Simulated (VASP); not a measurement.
# Cu16H (a cell with a defect) in VASP: further runs

Cu16H (a cell with a defect) is run at these levels: PBE; tasks: single point.

Program: VASP 6.6.1. These are calculated values, not measurements. Logs are shortened: lines on timing, memory, paths and dates and some standing lists are left out, and cuts for length are marked.

**1. The cell of the first run**

The cell holds a defect, 17 atoms: a = 6.288 Å, b = 6.288 Å, c = 6.288 Å, α = 109.47°, β = 109.47°, γ = 109.47°.

**2. Single point, PBE**

File INCAR:

```
SYSTEM = Cu16H
ALGO = Normal
EDIFF = 1E-7
ENCUT = 520
GGA = PE
ISIF = 2
ISMEAR = 1
LASPH = .TRUE.
LCHARG = .FALSE.
LREAL = Auto
LWAVE = .FALSE.
NBANDS = 102
NELM = 60
PREC = Accurate
SIGMA = 0.1
```

File KPOINTS:

```
k-points
0
G
  4 4 4
  0 0 0
```

File POSCAR:

```
Cu16H
1.0
   -3.6303500600      3.6303500600      3.6303500600
    3.6303500600     -3.6303500600      3.6303500600
    3.6303500600      3.6303500600     -3.6303500600
Cu H
16 1
Direct
   -0.0010415456      0.0002463303      0.0001742394
   -0.0012695619      0.2499633339      0.7498804151
   -0.0012722754      0.4998814470      0.5000693017
   -0.0011815308      0.7501043708      0.2502075680
    0.2487076492     -0.0000409303      0.7499719646
    0.2441759909      0.2451940357      0.5001292687
    0.2436333731      0.4999562312      0.2450214936
    0.2487356854      0.7499919384      0.0000643086
    0.4988688828     -0.0000890242      0.4999883034
    0.4989065099      0.2449156243      0.2450692123
    0.4986586130      0.4999865054      0.0002589233
    0.4987917218      0.7550715934      0.7551451499
    0.7489760571     -0.0000890569      0.2500656713
    0.7486981965      0.2500356462     -0.0000120109
    0.7538792419      0.5002107584      0.7552699637
    0.7537009865      0.7547807195      0.5001145181
    0.4984909816      0.4998997624      0.5013258958
```

Potentials or basis: VASP PAW PBE potentials, release 64 (Cu, H).

Launch:

```sh
$ cat potpaw_PBE.64/Cu/POTCAR potpaw_PBE.64/H/POTCAR > POTCAR
$ mpirun -np 1 vasp_std > vasp.out
```

OUTCAR:

```text
SYSTEM = Cu16H
   EDIFF = 1E-7
   ENCUT = 520
   GGA = PE
   ISIF = 2
   ISMEAR = 1
   LASPH = .TRUE.
   LREAL = Auto
   NELM = 60
   PREC = Accurate

 ion  position               nearest neighbor table
   1  0.999  0.000  0.000-   7 2.57  13 2.57   5 2.57  10 2.57   6 2.57   2 2.57   8 2.57  14 2.57
                            15 2.57  16 2.57   4 2.57  12 2.57
   2  0.999  0.250  0.750-  15 2.54   7 2.54  16 2.54   6 2.54   3 2.57  13 2.57   9 2.57  11 2.57
                             5 2.57   1 2.57   8 2.57  14 2.57
   3  0.999  0.500  0.500-   2 2.57  10 2.57  13 2.57  16 2.57   8 2.57   7 2.57   5 2.57  14 2.57
                             4 2.57  15 2.57  12 2.57   6 2.57
   4  0.999  0.750  0.250-  15 2.54   7 2.54  16 2.54   6 2.54  13 2.57   5 2.57   9 2.57   8 2.57
                            14 2.57   3 2.57  11 2.57   1 2.57
   5  0.249  1.000  0.750-  12 2.54  16 2.54   6 2.54  10 2.54   4 2.57   1 2.57   2 2.57  14 2.57
                            11 2.57   8 2.57   3 2.57   9 2.57
   6  0.244  0.245  0.500-   5 2.54   4 2.54   2 2.54  13 2.54   1 2.57   9 2.57  11 2.57   3 2.57
                            15 2.62  10 2.62   7 2.62  12 2.62
   7  0.244  0.500  0.245-  14 2.54   4 2.54   8 2.54   2 2.54   1 2.57  11 2.57   3 2.57   9 2.57
                             6 2.62  16 2.62  12 2.62  10 2.62
   8  0.249  0.750  0.000-  15 2.54  10 2.54  12 2.54   7 2.54   9 2.57  11 2.57   3 2.57   2 2.57
                             1 2.57   5 2.57   4 2.57  13 2.57
   9  0.499  1.000  0.500-   2 2.57   8 2.57  10 2.57  14 2.57   7 2.57  16 2.57   6 2.57  13 2.57
                            12 2.57   4 2.57   5 2.57  15 2.57
  10  0.499  0.245  0.245-  14 2.54   8 2.54  13 2.54   5 2.54   3 2.57  11 2.57   9 2.57   1 2.57
                             6 2.62  16 2.62  15 2.62   7 2.62
  11  0.499  0.500  0.000-   7 2.57  16 2.57  13 2.57   2 2.57   8 2.57  10 2.57  14 2.57   5 2.57
                             4 2.57   6 2.57  12 2.57  15 2.57
  12  0.499  0.755  0.755-  13 2.54  14 2.54   5 2.54   8 2.54   9 2.57   3 2.57   1 2.57  11 2.57
                             6 2.62  16 2.62  15 2.62   7 2.62
  13  0.749  1.000  0.250-  12 2.54  10 2.54  16 2.54   6 2.54   4 2.57   2 2.57   1 2.57  11 2.57
                             3 2.57   9 2.57  14 2.57   8 2.57
  14  0.749  0.250  1.000-  10 2.54  15 2.54   7 2.54  12 2.54   5 2.57  11 2.57   9 2.57   1 2.57
                             4 2.57   3 2.57   2 2.57  13 2.57
  15  0.754  0.500  0.755-   8 2.54  14 2.54   4 2.54   2 2.54   1 2.57   3 2.57  11 2.57   9 2.57
                             6 2.62  16 2.62  12 2.62  10 2.62
  16  0.754  0.755  0.500-   5 2.54   4 2.54  13 2.54   2 2.54  11 2.57   3 2.57   9 2.57   1 2.57
                            15 2.62  10 2.62  12 2.62   7 2.62
  17  0.498  0.500  0.501-

  LATTYP: Found a body centered cubic cell.
 ALAT       =     7.2607001200

  Lattice vectors:

 A1 = (  -3.6303500600,   3.6303500600,   3.6303500600)
 A2 = (   3.6303500600,  -3.6303500600,   3.6303500600)
 A3 = (   3.6303500600,   3.6303500600,  -3.6303500600)

Analysis of symmetry for initial positions (statically):
=====================================================================
 Subroutine PRICEL returns:
 Original cell was already a primitive cell.

[... 172 lines left out ...]
  volume/ion in A,a.u.               =      11.26        75.97
  Fermi-wavevector in a.u.,A,eV,Ry     =   1.595012  3.014137 34.614103  2.544065
  Thomas-Fermi vector in A             =   2.692997
   LORBIT       =      0    0 simple, 1 ext, 2 COOP (PROOUT), +10 PAW based schemes
   GGA     = PE    functional components
   LHFCALC =     F    Hartree Fock is set to
   AEXX    =    0.0000 exact exchange contribution
   IVDW    =     0    specifies the selected vdW correction
   LEPSILON=     F    determine dielectric tensor
   LRPA    =     F    only Hartree local field effects (RPA)
 non-spin polarized calculation
 Methfessel and Paxton  Order N= 1 SIGMA  =   0.10
  energy-cutoff  :      520.00
  volume of cell :      191.38
 maximum number of plane-waves:      5233
 NGX is ok and might be reduce to    48
   NGX = 23   NGY = 23   NGZ = 23

 number of electron     176.9999899 magnetization

 Free energy of the ion-electron system (eV)
  ---------------------------------------------------
  ext. energy  EPLUGINS =         0.00000000
  ---------------------------------------------------
  free energy    TOTEN  =       -62.57633981 eV

  energy without entropy =      -62.57057621  energy(sigma->0) =      -62.57441861

 E-fermi :   7.4545     XC(G=0): -12.7109

 val. band max:        7.4343204102   @ k =   0.5000  -0.2500  -0.2500
 cond. band min:       7.4618391554   @ k =   0.0000   0.5000   0.5000
 fundamental gap:      0.0275187452
 Fermi energy:         7.4545189749

 k-point     1 :       0.0000    0.0000    0.0000
  band No.  band energies     occupation
      1      -2.4232      2.00000
      2       0.0949      2.00000
      3       2.7277      2.00000
      4       2.7299      2.00000
      5       2.7300      2.00000
      6       2.7665      2.00000
[... 2461 lines left out ...]
     99      12.1894      0.00000
    100      13.0037      0.00000

 [... further k-points ...]

 [bands above 100 left out]

------------------------ aborting loop because EDIFF is reached ----------------------------------------

  FORCE on cell =-STRESS in cart. coord.  units (eV):
  Direction    XX          YY          ZZ          XY          YZ          ZX
  --------------------------------------------------------------------------------------
  -------------------------------------------------------------------------------------
  Total        3.0657425      3.0663092      3.0756812     -0.0008270      0.0015189     -0.0013259
  in kB       25.6649699     25.6697135     25.7481714     -0.0069233      0.0127155     -0.0110994
  external PRESSURE =      25.6942849 kB  Pullay stress =       0.0000000 kB

 VOLUME and BASIS-vectors are now :
 -----------------------------------------------------------------------------
  energy-cutoff  :      520.00
  volume of cell :      191.38
      direct lattice vectors                 reciprocal lattice vectors
    -3.630350060  3.630350060  3.630350060     0.000000000  0.137727765  0.137727765
     3.630350060 -3.630350060  3.630350060     0.137727765  0.000000000  0.137727765
     3.630350060  3.630350060 -3.630350060     0.137727765  0.137727765  0.000000000

 POSITION                                       TOTAL-FORCE (eV/Angst)
 -----------------------------------------------------------------------------------
     -3.62504      3.62631      3.62683        -0.002506     -0.001058     -0.002967
      0.00404      5.44062      1.81087         0.001601      0.003298     -0.002369
      0.00444      3.62641      3.62505         0.000441     -0.001237      0.002355
      0.00542      1.81126      5.44086        -0.001962     -0.000238     -0.000277
      5.44997     -0.00464      1.81044         0.000971      0.001696      0.000493
      1.81934      1.81195     -0.03906         0.002051     -0.001568     -0.020507
[... 9 lines left out ...]
      1.81951      1.81167      3.66073         0.001965     -0.002057      0.008544
      1.82510      1.81487      1.80452        -0.009758     -0.007301      0.011888
 -----------------------------------------------------------------------------------
    total drift:                               -0.000914      0.000778      0.001489

  FREE ENERGIE OF THE ION-ELECTRON SYSTEM (eV)
  ---------------------------------------------------
  free  energy   TOTEN  =       -62.5763398058 eV

  energy  without entropy=      -62.5705762083  energy(sigma->0) =      -62.57441861
```

Run time: 61 min. Hardware: 1 thread of Oxide Virtual Turin-like, shared host; peak memory 0.57 GiB.

What came out:

```
Free energy            : -62.5763 eV
Pressure               : 2.6 GPa
Largest force          : 0.021 eV/Å
Band gap on the k mesh : zero (an odd number of electrons rules out a gap without spin polarisation)
```

Forces in eV/Å, atoms in the order of the input:
```
Cu  -0.003 -0.001 -0.003
Cu   0.002  0.003 -0.002
Cu   0.000 -0.001  0.002
Cu  -0.002  0.000  0.000
Cu   0.001  0.002  0.000
Cu   0.002 -0.002 -0.021
Cu   0.000 -0.002  0.003
Cu   0.000  0.001  0.001
Cu   0.002  0.000 -0.001
Cu  -0.002 -0.001  0.000
Cu  -0.002  0.000  0.002
Cu   0.010  0.000  0.001
Cu   0.003 -0.003 -0.001
Cu  -0.001  0.002 -0.001
Cu  -0.003  0.011 -0.002
Cu   0.002 -0.002  0.009
H   -0.010 -0.007  0.012
```

**3. Single point, PBE**

File INCAR:

```
SYSTEM = Cu16H
  PREC = Accurate
  ENCUT = 520
  EDIFF = 1E-7
  ISMEAR = 1
  SIGMA = 0.1
  LREAL = Auto
  LASPH = .TRUE.
  NELM = 100
  ALGO = Normal
  ISIF = 2
  LWAVE = .FALSE.
  LCHARG = .FALSE.
  GGA = PE
  NBANDS = 102
```

File KPOINTS:

```
regular mesh
0
G
  4 4 4
  0 0 0
```

File POSCAR:

```
Cu16H
1.0
   -3.6303500600      3.6303500600      3.6303500600
    3.6303500600     -3.6303500600      3.6303500600
    3.6303500600      3.6303500600     -3.6303500600
Cu H
16 1
Direct
   -0.0010414974      0.0002463950      0.0001742256
   -0.0012695745      0.2499633603      0.7498804399
   -0.0012723291      0.4998814081      0.5000692688
   -0.0011815665      0.7501043853      0.2502075516
    0.2487075585     -0.0000410429      0.7499718911
    0.2441759019      0.2451939855      0.5001291804
    0.2436333922      0.4999561943      0.2450214126
    0.2487356550      0.7499918617      0.0000643189
    0.4988688336     -0.0000889721      0.4999882849
    0.4989065710      0.2449156377      0.2450692042
    0.4986585233      0.4999864944      0.0002589282
    0.4987918438      0.7550716748      0.7551452215
    0.7489761194     -0.0000891099      0.2500656920
    0.7486981848      0.2500356674     -0.0000119823
    0.7538792278      0.5002107152      0.7552700028
    0.7537010081      0.7547807938      0.5001145812
    0.4984909086      0.4998997259      0.5013258969
```

Potentials or basis: VASP PAW PBE potentials, release 64 (Cu, H).

Launch:

```sh
$ cat potpaw_PBE.64/Cu/POTCAR potpaw_PBE.64/H/POTCAR > POTCAR
$ mpirun -np 1 vasp_std > vasp.out
```

Run time: 73 min. Hardware: 1 thread of Oxide Virtual Turin-like, shared host; peak memory 0.57 GiB.

Results (log left out):

- Free energy: -62.5763 eV
- Pressure: 2.6 GPa
- Largest force: 0.021 eV/Å
- Band gap on the k mesh: zero (an odd number of electrons rules out a gap without spin polarisation)

Forces on the atoms (eV/Å):
```
Cu  -0.003 -0.001 -0.003
Cu   0.002  0.003 -0.002
Cu   0.000 -0.001  0.002
Cu  -0.002  0.000  0.000
Cu   0.001  0.002  0.000
Cu   0.002 -0.002 -0.021
Cu   0.000 -0.002  0.003
Cu   0.000  0.001  0.001
Cu   0.002  0.000 -0.001
Cu  -0.002 -0.001  0.000
Cu  -0.002  0.000  0.002
Cu   0.010  0.000  0.001
Cu   0.003 -0.003 -0.001
Cu  -0.001  0.002 -0.001
Cu  -0.003  0.011 -0.002
Cu   0.002 -0.002  0.009
H   -0.010 -0.007  0.012
```

Levels at points of the mesh, in eV from the Fermi level:
```
           k point  band 86  band 87  band 88  band 89  band 90  band 91  band 92  band 93
(0.00, 0.00, 0.00)    -0.29    -0.29    -0.29    -0.24    -0.24    -0.23    -0.23    -0.23
(0.50, 0.00, 0.00)    -1.49     0.01     0.17     0.24     0.28     1.40     2.03     2.16
(0.00, 0.50, 0.00)    -1.49     0.01     0.17     0.24     0.28     1.40     2.03     2.16
(0.00, 0.00, 0.50)    -1.49     0.01     0.17     0.24     0.28     1.40     2.03     2.16
(0.50, 0.00, 0.50)    -1.49     0.01     0.17     0.24     0.28     1.40     2.03     2.16
(0.50, 0.50, 0.00)    -1.49     0.01     0.17     0.24     0.28     1.40     2.03     2.16
(0.00, 0.50, 0.50)    -1.49     0.01     0.17     0.24     0.28     1.40     2.03     2.16
(0.50, 0.50, 0.50)    -1.38    -1.38    -0.90    -0.90    -0.90     3.63     3.63     3.64
```

The gap in the log of VASP goes by the Fermi energy; the results here count the filled bands.